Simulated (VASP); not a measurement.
## Mg: single point with RPBE+D3(BJ)

Mg:

```
Mg
1.0
     3.23055    0.00000    0.00000
    -1.61528    2.79774    0.00000
     0.00000    0.00000    5.24481
Mg
2
Direct
  0.66667 0.33333 0.75000
  0.33333 0.66667 0.25000
```

```yaml
Program: VASP 6.6.1
Task: single point
Functional: RPBE
Dispersion: D3(BJ)
Potentials_or_basis: VASP PAW PBE potentials, release 64 (Mg)
Cutoff: 520 eV
k_mesh: 10 × 10 × 5
Occupations: fermi-dirac, width 0.05 eV
Spin: no spin polarisation
```

```json
{
  "Pressure": "-13.3 GPa",
  "Band gap on the k mesh": "zero (band 2 reaches 3.22 eV, above the bottom of band 3 at 1.36 eV)",
  "Dispersion energy per atom": "-1.212 eV"
}
```

Stress tensor (GPa, compression positive):
```
-13.66   0.00   0.00
  0.00 -13.66   0.00
  0.00   0.00 -12.58
```

Levels at points of the mesh, in eV from the Fermi level:
```
           k point  band 1  band 2  band 3  band 4  band 5  band 6
(0.00, 0.00, 0.00)   -6.82   -1.68   -1.24   10.74   10.74   10.83
(0.50, 0.00, 0.00)   -2.13   -2.12    2.58    2.95    3.19    3.60
```

Wall time 7.6 s on 1 thread of Intel Xeon 6975P-C, with other jobs on the host, peak memory 0.17 GiB.

Caveat: the PAW data sets were made with another functional, which shifts forces and pressure a little; pairwise dispersion overbinds metals, which lowers pressure and volume.
